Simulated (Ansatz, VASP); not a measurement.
## LiCl in VASP and in Ansatz

```
Cl Li
1.0
     0.00000    2.61507    2.61507
     2.61507    0.00000    2.61507
     2.61507    2.61507    0.00000
Cl Li
1 1
Direct
  0.50000 0.50000 0.50000
  0.00000 0.00000 0.00000
```

Alike in both runs: task single point; functional r2SCAN; k mesh 9 × 9 × 9; occupations fermi-dirac, width 0.05 eV; no spin polarisation.

```csv
,VASP,Ansatz
version,VASP 6.6.1,Ansatz 0.2.0
potentials or method,"VASP PAW PBE potentials, release 64 (Cl, Li_sv)",Ansatz PAW
plane-wave cutoff (eV),520,500
valence electrons in the cell,10,10
```

VASP gave:

```
gap on the k mesh at the Fermi level (eV) : 6.96
least direct gap on the mesh (eV)         : 6.96
```

**Question.** Estimate Ansatz's values.

**Answer.** gap on the k mesh at the Fermi level (eV): 6.88; least direct gap on the mesh (eV): 6.88.

VASP's potentials were made for PBE, not for r2SCAN.

Noted on VASP's run: the cutoff is short for stress, so the pressure is rough. Noted on Ansatz's run: odd divisions of the mesh miss points on the zone boundary, where band edges often lie, so the gap on the mesh can be too wide.
